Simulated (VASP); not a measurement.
Cu, 1 atom in the cell. The structure is cubic, space group Fm-3m (No. 225). Conventional cell: a = 3.630 Å, b = 3.630 Å, c = 3.630 Å, α = 90.00°, β = 90.00°, γ = 90.00°. Cu (site symmetry m-3m) has 12 Cu at 2.57 Å within 3.4 Å. 

* Program: VASP 6.6.1
* Task: single point
* Functional: HSE06
* Potentials or basis: VASP PAW PBE potentials, release 64 (Cu)
* Cutoff: 520 eV
* k mesh: 12 × 12 × 12
* Occupations: gaussian, width 0.1 eV
* Spin: no spin polarisation
* Dipole correction: no
* Grid for exact exchange (PRECFOCK): Normal
* Further INCAR settings: ALGO = Normal; EDIFF = 1e-06; NBANDS = 12
* Share of exact exchange: 0.25
* Screening parameter: 0.2079 1/Å

Potentials or basis: VASP PAW PBE potentials, release 64 (Cu).

The run is started by

```bash
$ cat potpaw_PBE.64/Cu/POTCAR > POTCAR
$ cp INCAR.step1 INCAR
$ mpirun -np 4 vasp_std > vasp.out
$ cp INCAR.step2 INCAR
$ mpirun -np 4 vasp_std > vasp.out
```

Hardware: 4 MPI ranks on Intel(R) Xeon(R) Platinum 8259CL CPU @ 2.50GHz (Skylake/Cascade Lake), with other jobs on the host.

Question: Estimate the wall time of this run.

Answer: It took 61 min on 4 MPI ranks on Intel(R) Xeon(R) Platinum 8259CL CPU @ 2.50GHz (Skylake/Cascade Lake) (shared host), peak memory 0.25 GiB a rank. Counts: k points 72.
